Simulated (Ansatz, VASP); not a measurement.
**Two plane-wave programs on Cu**

INCAR

```
ALGO = Normal
EDIFF = 1E-6
ENCUT = 520
GGA = PS
ISIF = 2
ISMEAR = -1
LASPH = T
LCHARG = F
LREAL = F
LWAVE = F
NBANDS = 48
NELM = 60
PREC = Accurate
SIGMA = 0.1
```

Contents of KPOINTS:

```
k-points
0
Gamma
  18 18 1
```

The input POSCAR:

```
Cu
1.0
    2.5198192011      0.0000000000      0.0000000000
   -1.2599096006      2.1822274411      0.0000000000
    0.0000000000      0.0000000000     28.3445000000
Cu
7
Direct
    0.0000000000      0.0000000000      0.2833270364
    0.3333333333      0.6666666667      0.3551898818
    0.6666666667      0.3333333333      0.4274882412
    0.0000000000      0.0000000000      0.4999999859
    0.3333333333      0.6666666667      0.5725117428
    0.6666666667      0.3333333333      0.6448101232
    0.0000000000      0.0000000000      0.7166729885
```

Input for Ansatz:

```yaml
crystal:
  lattice:
    - [2.5198192011, 0.0, 0.0]
    - [-1.2599096006, 2.1822274411, 0.0]
    - [0.0, 0.0, 28.3445]
  atoms:
    - { symbol: Cu, position: [0.0, 0.0, 0.2833270364] }
    - { symbol: Cu, position: [0.3333333333, 0.6666666667, 0.3551898818] }
    - { symbol: Cu, position: [0.6666666667, 0.3333333333, 0.4274882412] }
    - { symbol: Cu, position: [0.0, 0.0, 0.4999999859] }
    - { symbol: Cu, position: [0.3333333333, 0.6666666667, 0.5725117428] }
    - { symbol: Cu, position: [0.6666666667, 0.3333333333, 0.6448101232] }
    - { symbol: Cu, position: [0.0, 0.0, 0.7166729885] }
kpoints:
  mp_grid: { grid: [18, 18, 1] }
scf:
  occupations: { method: fermi_dirac, width: 0.1 }
hamiltonian:
  xc: pbesol
  pseudopotentials: { kind: paw }
output:
  forces: true
  stress: true
  eigenvalues: true
  core_levels:
    shells: { Cu: ["2p"] }
    counted_from: fermi_level
    add_spin: false
```

Alike in both runs: task single point; functional PBEsol; k mesh 18 × 18 × 1; occupations fermi-dirac, width 0.1 eV; no spin polarisation.

|  | VASP | Ansatz |
| --- | --- | --- |
| version | VASP 6.6.1 | Ansatz 0.2.0 |
| potentials or method | VASP PAW PBE potentials, release 64 (Cu) | PAW with Ansatz's default frozen-core files, scalar-relativistic |
| plane-wave cutoff (eV) | 520 | 420 |
| valence electrons in the cell | 77 | 133 |

|  | VASP | Ansatz | Ansatz less VASP |
| --- | --- | --- | --- |
| rms of the force components (eV/Å) | 0.008 | 0.001 | -0.0077 |

VASP's potentials were made for PBE, not for PBEsol. Atom by atom the forces differ by 0.008 eV/Å (rms over components). VASP's potentials hold 77 valence electrons a cell and Ansatz's 133, so a difference there can come from the potentials and not from the codes.
